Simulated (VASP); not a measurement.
Set up this calculation in VASP 6.6.1, as the native input.

```yaml
Task: single point
Functional: PBE
Potentials_or_basis: VASP PAW PBE potentials, release 64 (Na_pv, C)
Cutoff: 520 eV
k_mesh: 6 × 6 × 4
Occupations: gaussian, width 0.1 eV
Spin: collinear spin, ferromagnetic start
Starting_moments: "[0.0, 0.0, 1.0, 1.0, 1.0] μB"
Dipole_correction: no
Further_INCAR_settings: ALGO = Normal; EDIFF = 1e-07; NBANDS = 25
```

The structure of Na2C3 lies in POSCAR:

```
Na2C3
1.0
    2.5461939800     -2.4771499800      0.0000000000
    2.5461939800      2.4771499800      0.0000000000
   -1.2934669900      0.0000000000      5.0947875400
Na C
2 3
Direct
    0.1912999900      0.1912999900      0.7989000000
    0.8087000100      0.8087000100      0.2011000000
    0.7010999800      0.7010999800      0.7384999900
    0.2989000200      0.2989000200      0.2615000100
    0.5000000000      0.5000000000      0.5000000000
```

One way to write it, as run:

INCAR

```
SYSTEM = Na2C3
PREC     = Accurate       ! precision mode
ENCUT    = 520            ! plane-wave cutoff, eV
EDIFF    = 1E-7           ! SCF threshold, eV
ISMEAR   = 0              ! smearing method
SIGMA    = 0.1            ! smearing width, eV
LREAL    = .FALSE.        ! projectors in reciprocal space
LASPH    = .TRUE.         ! aspherical terms in the spheres
NELM     = 150            ! most SCF steps
ALGO     = Normal         ! electronic algorithm
ISIF     = 2              ! what is computed and relaxed
LWAVE    = .FALSE.        ! write WAVECAR
LCHARG   = .FALSE.        ! write CHGCAR
ISPIN    = 2              ! spin polarisation
MAGMOM   = 0 0 1 1 1      ! initial moments
LORBIT   = 11             ! projections on sites
GGA      = PE             ! functional
NBANDS   = 25             ! bands
```

KPOINTS

```
regular mesh
0
G
  6 6 4
  0 0 0
```

Potentials or basis: VASP PAW PBE potentials, release 64 (Na_pv, C).

Run with:

```console
$ cat potpaw_PBE.64/Na_pv/POTCAR potpaw_PBE.64/C/POTCAR > POTCAR
$ mpirun -np 1 vasp_std > vasp.out
```

It gave:

The pressure is 0.6 GPa, the largest force is 4.999 eV/Å and the net moment is 1.86 μB per cell. The site moments are Na +0.02; C +0.48, -0.13 μB and the valence electrons inside the program's atomic spheres are Na 6.08; C 2.34, 2.50.

Caveat: forces of over 1 eV/Å act on the atoms, so gaps and moduli don't describe the material at rest.

Run time: 3.6 min on 1 thread of Oxide Virtual Turin-like Processor, on a shared host, peak memory 0.22 GiB.
